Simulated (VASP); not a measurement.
# Ga (C2/c) in VASP: further runs

Aim: see how the results for Ga move with the level of theory and the settings. Levels: revPBE+D3(BJ), PBE. Tasks: single point.

Everything below comes from runs of VASP 6.6.1. Logs are shortened: lines on timing, memory, paths and dates and some standing lists are left out, and cuts for length are marked.

### Step 1. The cell of the first run

The structure is monoclinic, space group C2/c (No. 15). Conventional cell: a = 2.808 Å, b = 8.063 Å, c = 3.152 Å, α = 90.00°, β = 90.96°, γ = 90.00°. Within 3.5 Å of Ga (site symmetry 2) lie 10 Ga at 2.68 to 3.15 Å.

### Step 2. Single point, revPBE+D3(BJ)

INCAR

```
  PREC = Accurate
  ENCUT = 520
  EDIFF = 1E-6
  ISMEAR = -1
  SIGMA = 0.05
  LREAL = F
  LASPH = T
  NELM = 60
  ALGO = Fast
  ISIF = 2
  LWAVE = F
  LCHARG = F
  GGA = RE
  IVDW = 12
  NBANDS = 20
```

KPOINTS

```
regular mesh
0
Gamma
  10 10 8
```

POSCAR

```
Ga
1.0
    1.4037570043     -4.0312895675      0.0142572034
    1.4037570043      4.0312895675      0.0142572034
   -0.0848823299      0.0000000000      3.1510235016
Ga
2
Direct
    0.1347609472      0.8652390528      0.7500000000
    0.8652390528      0.1347609472      0.2500000000
```

Potentials or basis: VASP PAW PBE potentials, release 64 (Ga_d).

On the command line:

```console
> cat potpaw_PBE.64/Ga_d/POTCAR > POTCAR
> mpirun -np 1 vasp_std > vasp.out
```

OUTCAR:

```text
PREC = Accurate
   ENCUT = 520
   EDIFF = 1E-6
   ISMEAR = -1
   LREAL = F
   LASPH = T
   NELM = 60
   ISIF = 2
   GGA = RE
   IVDW = 12
 IVDW          = 12

 ion  position               nearest neighbor table
   1  0.135  0.865  0.750-   2 2.68   2 2.68   2 2.80   2 2.80   2 2.83   2 2.83
   2  0.865  0.135  0.250-   1 2.68   1 2.68   1 2.80   1 2.80   1 2.83   1 2.83

  LATTYP: Found a base centered monoclinic cell.
 ALAT       =     2.8076588076
 B/A-ratio  =     2.8716377906
 C/A-ratio  =     1.1227028607
 COS(beta)  =    -0.0167746069

  Lattice vectors:

 A1 = (   1.4037570043,  -4.0312895675,   0.0142572034)
 A2 = (   1.4037570043,   4.0312895675,   0.0142572034)
 A3 = (  -0.0848823299,   0.0000000000,   3.1510235016)

Analysis of symmetry for initial positions (statically):
=====================================================================
 Subroutine PRICEL returns:
 Original cell was already a primitive cell.

 Routine SETGRP: Setting up the symmetry group for a
 base centered monoclinic supercell.

 Subroutine GETGRP returns: Found  4 space group operations
 (whereof  2 operations were pure point group operations)
 out of a pool of  4 trial point group operations.

The static configuration has the point symmetry S_2 .
 The point group associated with its full space group is C_2h.

Analysis of symmetry for dynamics (positions and initial velocities):
=====================================================================
 Subroutine PRICEL returns:
 Original cell was already a primitive cell.

 Routine SETGRP: Setting up the symmetry group for a
 base centered monoclinic supercell.

 Subroutine GETGRP returns: Found  4 space group operations
 (whereof  2 operations were pure point group operations)
 out of a pool of  4 trial point group operations.

The dynamic configuration has the point symmetry S_2 .
 The point group associated with its full space group is C_2h.

 Subroutine INISYM returns: Found  4 space group operations
 (whereof  2 operations are pure point group operations),
 and found     1 'primitive' translations

----------------------------------------------------------------------------------------

                                     Primitive cell

  volume of cell :      35.6727

  direct lattice vectors                    reciprocal lattice vectors
     1.403757004 -4.031289568  0.014257203     0.356089578 -0.124029790  0.009592348
     1.403757004  4.031289568  0.014257203     0.356089578  0.124029790  0.009592348
    -0.084882330  0.000000000  3.151023502    -0.003222344  0.000000000  0.317270398

  length of vectors
     4.268727278  4.268727278  3.152166575     0.377193836  0.377193836  0.317286761

  position of ions in fractional coordinates (direct lattice)
     0.134760947  0.865239053  0.750000000
     0.865239053  0.134760947  0.250000000

  ion indices of the primitive-cell ions
   primitive index   ion index
                 1           1
                 2           2

----------------------------------------------------------------------------------------

 KPOINTS: regular mesh

Automatic generation of k-mesh.
 Grid dimensions read from file:
 generate k-points for:   10   10    8

 Generating k-lattice:

  Cartesian coordinates                     Fractional coordinates (reciprocal lattice)
     0.035608958 -0.012402979  0.000959235     0.100000000  0.000000000 -0.000000000
     0.035608958  0.012402979  0.000959235     0.000000000  0.100000000 -0.000000000
    -0.000402793  0.000000000  0.039658800     0.000000000  0.000000000  0.125000000

  Length of vectors
     0.037719384  0.037719384  0.039660845

  Shift w.r.t. Gamma in fractional coordinates (k-lattice)
     0.000000000  0.000000000  0.000000000

 Subroutine IBZKPT returns following result:
 ===========================================

 Found    227 irreducible k-points:

 Following reciprocal coordinates:
            Coordinates               Weight
  0.000000  0.000000  0.000000      1.000000
  0.100000 -0.000000 -0.000000      4.000000
  0.200000 -0.000000 -0.000000      4.000000
  0.300000 -0.000000 -0.000000      4.000000
  0.400000 -0.000000  0.000000      4.000000
  0.500000 -0.000000  0.000000      2.000000
[... 16 lines left out ...]
  0.300000  0.300000 -0.000000      2.000000
  0.400000  0.300000 -0.000000      4.000000
 [... further k-points ...]
   k-points           NKPTS =    227   k-points in BZ     NKDIM =    227   number of bands    NBANDS=     20
   number of dos      NEDOS =    301   number of ions     NIONS =      2
   total plane-waves  NPLWV =  24576
   dimension x,y,z NGX =    32 NGY =   32 NGZ =   24
   dimension x,y,z NGXF=    64 NGYF=   64 NGZF=   48
   ions per type =               2
   NGX,Y,Z   is equivalent  to a cutoff of  12.46, 12.46, 12.66 a.u.
   NGXF,Y,Z  is equivalent  to a cutoff of  24.92, 24.92, 25.32 a.u.
 SYSTEM =  unknown system
   PREC   = accura    normal or accurate (medium, high low for compatibility)
   ISTART =      0    job   : 0-new  1-cont  2-samecut
   ICHARG =      2    charge: 1-file 2-atom 10-const
   ISPIN  =      1    spin polarized calculation?
   LNONCOLLINEAR =      F non collinear calculations
   LSORBIT =      F    spin-orbit coupling
   LASPH  =      T    aspherical Exc in radial PAW
   ENCUT  =  520.0 eV  38.22 Ry    6.18 a.u.   7.94  7.94  5.86*2*pi/ulx,y,z
   NELM   =     60;   NELMIN=  2; NELMDL= -5     # of ELM steps
   EDIFF  = 0.1E-05   stopping-criterion for ELM
   LREAL  =      F    real-space projection
   EDIFFG = 0.1E-04   stopping-criterion for IOM
   NSW    =      0    number of steps for IOM
   IBRION =     -1    ionic relax: 0-MD 1-quasi-New 2-CG
   NFREE  =      0    steps in history (QN), initial steepest desc. (CG)
   ISIF   =      2    stress and relaxation
   ISYM   =      2    0-nonsym 1-usesym 2-fastsym
   POTIM  = 0.5000    time-step for ionic-motion
   TEBEG  =    0.0;   TEEND  =   0.0 temperature during run
   PSTRESS=    0.0 pullay stress
   NELECT =      26.0000    total number of electrons
   NUPDOWN=      -1.0000    fix difference up-down
   EMIN   =  10.00;   EMAX   =-10.00  energy-range for DOS
   EFERMI =   0.00;   METHOD = LEGACY
   ISMEAR =    -1;   SIGMA  =   0.05  broadening in eV -4-tet -1-fermi 0-gaus
   EFERMI_NEDOS =   21; number of points for ismear=-14 and -15
   IALGO  =     68    algorithm
   IMIX   =      4    mixing-type and parameters
     AMIX     =   0.40;   BMIX     =  1.00
     AMIX_MAG =   1.60;   BMIX_MAG =  1.00
  volume/ion in A,a.u.               =      17.84       120.37
  Fermi-wavevector in a.u.,A,eV,Ry     =   1.473286  2.784107 29.532433  2.170573
  Thomas-Fermi vector in A             =   2.588198
   LORBIT       =      0    0 simple, 1 ext, 2 COOP (PROOUT), +10 PAW based schemes
   GGA     = RE    functional components
   LHFCALC =     F    Hartree Fock is set to
   AEXX    =    0.0000 exact exchange contribution
   IVDW    =    12    specifies the selected vdW correction
   LEPSILON=     F    determine dielectric tensor
   LRPA    =     F    only Hartree local field effects (RPA)
 non-spin polarized calculation
 RMM-DIIS sequential band-by-band and
  energy-cutoff  :      520.00
  volume of cell :       35.67
 maximum number of plane-waves:       984
   NGX = 15   NGY = 15   NGZ = 11

 number of electron      25.9999989 magnetization

 Free energy of the ion-electron system (eV)
  ---------------------------------------------------
  ext. energy  EPLUGINS =         0.00000000
  ---------------------------------------------------
  free energy    TOTEN  =        -5.14733031 eV

  energy without entropy =       -5.14388969  energy(sigma->0) =       -5.14561000

 E-fermi :   6.2435     XC(G=0): -11.1542

 val. band max:        6.1965881564   @ k =  -0.0000  -0.0000   0.2500
 cond. band min:       6.2842050058   @ k =   0.2000   0.1000   0.0000
 fundamental gap:      0.0876168495
 Fermi energy:         6.2435274941

 k-point     1 :       0.0000    0.0000    0.0000
  band No.  band energies     occupation
      1      -9.1021      2.00000
      2      -9.0658      2.00000
      3      -9.0120      2.00000
      4      -9.0045      2.00000
      5      -8.7671      2.00000
      6      -8.7522      2.00000
[... 12 lines left out ...]
     19      17.5552      0.00000
     20      18.7305      0.00000

 k-point     2 :       0.1000   -0.0000   -0.0000
  band No.  band energies     occupation
      1      -9.0886      2.00000
      2      -9.0585      2.00000
      3      -9.0014      2.00000
      4      -8.9620      2.00000
      5      -8.7790      2.00000
      6      -8.7676      2.00000
[... 12 lines left out ...]
     19      18.4413      0.00000
     20      20.5628      0.00000

 k-point     3 :       0.2000   -0.0000   -0.0000
  band No.  band energies     occupation
      1      -9.0563      2.00000
      2      -9.0401      2.00000
      3      -8.9586      2.00000
      4      -8.8875      2.00000
      5      -8.8088      2.00000
      6      -8.7997      2.00000
[... 12 lines left out ...]
     19      18.6763      0.00000
     20      22.3345      0.00000

 k-point     4 :       0.3000   -0.0000   -0.0000
  band No.  band energies     occupation
      1      -9.0220      2.00000
      2      -9.0193      2.00000
      3      -8.9251      2.00000
      4      -8.9004      2.00000
      5      -8.8620      2.00000
      6      -8.7560      2.00000
[... 12 lines left out ...]
     19      18.8491      0.00000
     20      20.5520      0.00000

 k-point     5 :       0.4000   -0.0000    0.0000
  band No.  band energies     occupation
      1      -9.0132      2.00000
      2      -9.0055      2.00000
      3      -8.9294      2.00000
      4      -8.9122      2.00000
      5      -8.9051      2.00000
      6      -8.7663      2.00000
[... 12 lines left out ...]
     19      17.4255      0.00000
     20      19.4340      0.00000

 k-point     6 :       0.5000   -0.0000    0.0000
  band No.  band energies     occupation
      1      -9.0216      2.00000
      2      -8.9999      2.00000
      3      -8.9293      2.00000
      4      -8.9236      2.00000
      5      -8.9099      2.00000
      6      -8.7765      2.00000
[... 12 lines left out ...]
     19      17.4856      0.00000
     20      17.8644      0.00000

 k-point     7 :       0.1000    0.1000   -0.0000
  band No.  band energies     occupation
      1      -9.0634      2.00000
      2      -9.0499      2.00000
      3      -8.9343      2.00000
      4      -8.9082      2.00000
      5      -8.7992      2.00000
      6      -8.7762      2.00000
[... 12 lines left out ...]
     19      19.1563      0.00000
     20      21.4743      0.00000
[... 277 lines left out ...]
 k-point    20 :      -0.4000    0.2000   -0.0000
  band No.  band energies     occupation
      1      -9.0346      2.00000
      2      -8.9807      2.00000
      3      -8.9710      2.00000
      4      -8.8790      2.00000
      5      -8.8381      2.00000
      6      -8.8171      2.00000
[... 12 lines left out ...]
     19      16.7100      0.00000
     20      20.3609      0.00000

 k-point    21 :      -0.3000    0.2000    0.0000
  band No.  band energies     occupation
      1      -9.0884      2.00000
      2      -9.0188      2.00000
      3      -8.9951      2.00000
      4      -8.8903      2.00000
      5      -8.8359      2.00000
      6      -8.7935      2.00000
[... 12 lines left out ...]
     19      16.9289      0.00000
     20      19.4904      0.00000

 k-point    22 :      -0.2000    0.2000    0.0000
  band No.  band energies     occupation
      1      -9.1051      2.00000
      2      -9.0421      2.00000
      3      -9.0208      2.00000
      4      -8.9321      2.00000
      5      -8.8128      2.00000
      6      -8.7708      2.00000
[... 12 lines left out ...]
     19      17.1525      0.00000
     20      17.7445      0.00000

 k-point    23 :       0.3000    0.3000   -0.0000
  band No.  band energies     occupation
      1      -9.0243      2.00000
      2      -8.9993      2.00000
      3      -8.9371      2.00000
      4      -8.8662      2.00000
      5      -8.8095      2.00000
      6      -8.8043      2.00000
[... 12 lines left out ...]
     19      16.6122      0.00000
     20      18.4961      0.00000

 k-point    24 :       0.4000    0.3000   -0.0000
  band No.  band energies     occupation
      1      -9.0135      2.00000
      2      -8.9632      2.00000
      3      -8.9199      2.00000
      4      -8.8788      2.00000
      5      -8.8460      2.00000
      6      -8.8334      2.00000
[... 12 lines left out ...]
     19      15.9895      0.00000
     20      17.8214      0.00000

 [... further k-points ...]

------------------------ aborting loop because EDIFF is reached ----------------------------------------

 Edisp (eV)   -1.20962

 E8    (eV) :    -0.8734

  FORCE on cell =-STRESS in cart. coord.  units (eV):
  Direction    XX          YY          ZZ          XY          YZ          ZX
  --------------------------------------------------------------------------------------
  -------------------------------------------------------------------------------------
  Total       0.07886     0.08603     0.07787     0.00000     0.00000    -0.00149
  in kB       3.54188     3.86380     3.49744     0.00000     0.00000    -0.06696
  external pressure =        3.63 kB  Pullay stress =        0.00 kB

 VOLUME and BASIS-vectors are now :
 -----------------------------------------------------------------------------
  energy-cutoff  :      520.00
  volume of cell :       35.67
      direct lattice vectors                 reciprocal lattice vectors
     1.403757004 -4.031289568  0.014257203     0.356089578 -0.124029790  0.009592348
     1.403757004  4.031289568  0.014257203     0.356089578  0.124029790  0.009592348
    -0.084882330  0.000000000  3.151023502    -0.003222344  0.000000000  0.317270398

 POSITION                                       TOTAL-FORCE (eV/Angst)
 -----------------------------------------------------------------------------------
      1.34010      2.94477      2.37752        -0.000000     -0.000244      0.000000
      1.38254     -2.94477      0.80201         0.000000      0.000244     -0.000000
 -----------------------------------------------------------------------------------
    total drift:                                0.000000     -0.000000      0.000000

  FREE ENERGIE OF THE ION-ELECTRON SYSTEM (eV)
  ---------------------------------------------------
  free  energy   TOTEN  =        -6.3569533350 eV

  energy  without entropy=       -6.3535127150  energy(sigma->0) =       -6.35523303
```

It took 51 s on 1 thread of Intel Xeon 6975P-C (Granite Rapids), shared host; peak memory 0.26 GiB.

What came out:

- Free energy: -6.3570 eV
- Pressure: 0.4 GPa
- Band gap on the k mesh: zero (bands 13 and 14 overlap by 9.34 eV)
- Dispersion energy per atom: -0.605 eV

Caveat: the PAW data sets were made with another functional, which shifts forces and pressure a little.

### Step 3. Single point, PBE

This run uses another cell than the first one, of 18.54 Å³/atom.

INCAR

```
PREC = Accurate
ENCUT = 520
EDIFF = 1E-7
ISMEAR = 0
SIGMA = 0.011
LREAL = False
LASPH = True
NELM = 60
ALGO = Fast
ISIF = 2
LWAVE = False
LCHARG = True
GGA = PE
LELF = True
LVHAR = True
NBANDS = 20
```

KPOINTS

```
Automatic mesh
0
Gamma
  10 10 8
```

POSCAR

```
Ga
1.0
    1.3830000000     -4.0265000000      0.0000000000
    1.3830000000      4.0265000000      0.0000000000
   -0.1174474948      0.0000000000      3.3299294416
Ga
2
Direct
    0.1310000000      0.8690000000      0.7500000000
    0.8690000000      0.1310000000      0.2500000000
```

Potentials or basis: VASP PAW PBE potentials, release 64 (Ga_d).

On the command line:

```console
> cat potpaw_PBE.64/Ga_d/POTCAR > POTCAR
> mpirun -np 1 vasp_std > vasp.out
```

It took 77 s on 1 thread of Intel Xeon 6975P-C (Granite Rapids), shared host; peak memory 0.26 GiB.

Results (log left out):

| Property | Result |
| --- | --- |
| Free energy | -5.7697 eV |
| Pressure | 1.5 GPa |
| Largest force | 0.219 eV/Å |
| Band gap on the k mesh | zero (bands 13 and 14 overlap by 8.39 eV) |

Forces on the atoms (eV/Å):
```
Ga   0.000 -0.219  0.000
Ga   0.000  0.219  0.000
```

Stress tensor (GPa, compression positive):
```
2.48 0.00 0.45
0.00 1.72 0.00
0.45 0.00 0.30
```

Levels at points of the mesh, in eV from the Fermi level:
```
           k point  band 9  band 10  band 11  band 12  band 13  band 14  band 15  band 16  band 17  band 18
(0.00, 0.00, 0.00)  -14.77   -14.64   -11.23    -2.09    -1.62     1.64     5.44     9.70    10.19    10.42
(0.50, 0.00, 0.00)  -14.70   -14.65    -6.05    -5.02    -1.34     0.01     5.78     6.59     8.45     9.29
(0.50, 0.50, 0.00)  -14.74   -14.70    -9.10    -8.60     4.00     4.58     5.82     6.04     7.56    10.96
(0.00, 0.00, 0.50)  -14.71   -14.71    -7.78    -7.78     1.70     1.70     2.45     2.45    11.66    11.66
(0.50, 0.00, 0.50)  -14.66   -14.66    -2.87    -2.85    -1.64    -1.50     1.75     2.30     4.31     4.76
(0.50, 0.50, 0.50)  -14.78   -14.78    -6.00    -6.00    -4.39    -4.39    10.86    10.86    11.80    11.80
```
